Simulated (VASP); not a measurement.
## ReP2: single point with PBE

Crystal: ReP2.

```
Re P
1.0
     3.06481    0.00000    0.00000
     0.00000    3.06481    0.00000
     0.00000    0.00000    5.47692
Re P
1 2
Cartesian
  0.0000 0.0000 0.0000
  1.5324 0.0000 1.7176
  0.0000 1.5324 3.7593
```

This cell differs from its parent crystal: atoms taken out.

```json
{
  "Program": "VASP 6.6.1",
  "Task": "single point",
  "Functional": "PBE",
  "Potentials or basis": "VASP PAW PBE potentials, release 64 (Re_sv_GW, P)",
  "Cutoff": "500 eV",
  "k mesh": "14 × 14 × 8",
  "Occupations": "gaussian, width 0.1 eV",
  "Spin": "no spin polarisation",
  "Dipole correction": "no",
  "Further INCAR settings": "ALGO = Normal; EDIFF = 1e-06; NBANDS = 20"
}
```

```json
{
 "Pressure": "-0.7 GPa",
 "Largest force": "0.016 eV/Å",
 "Band gap on the k mesh": "zero (an odd number of electrons rules out a gap without spin polarisation)"
}
```

Forces on the atoms (eV/Å):
```
Re   0.000  0.000  0.000
P    0.000  0.000 -0.016
P    0.000  0.000  0.016
```

Stress tensor (GPa, compression positive):
```
-0.72  0.00  0.00
 0.00 -0.72  0.00
 0.00  0.00 -0.79
```

Levels at points of the mesh, in eV from the Fermi level:
```
           k point  band 11  band 12  band 13  band 14  band 15  band 16
(0.00, 0.00, 0.00)    -1.95     0.75     0.75     1.38     2.37     5.96
(0.50, 0.00, 0.00)    -1.61    -0.86    -0.69     2.10     3.07     3.75
(0.50, 0.50, 0.00)    -1.39    -1.30    -1.28     1.68     1.68     2.40
(0.00, 0.00, 0.50)    -0.53     0.87     1.38     2.32     2.32     3.96
(0.50, 0.00, 0.50)    -1.71    -0.81     1.82     2.95     3.29     3.49
(0.50, 0.50, 0.50)    -2.12    -2.12    -0.02    -0.02     1.88     2.41
```

It took 61 s on 1 thread of Intel(R) Xeon(R) 6975P-C (Granite Rapids), with other jobs on the host, peak memory 0.3 GiB.

Caveat: the cell differs from its parent crystal (atoms taken out); spin-orbit coupling is left out, which moves the levels of the heavy elements.
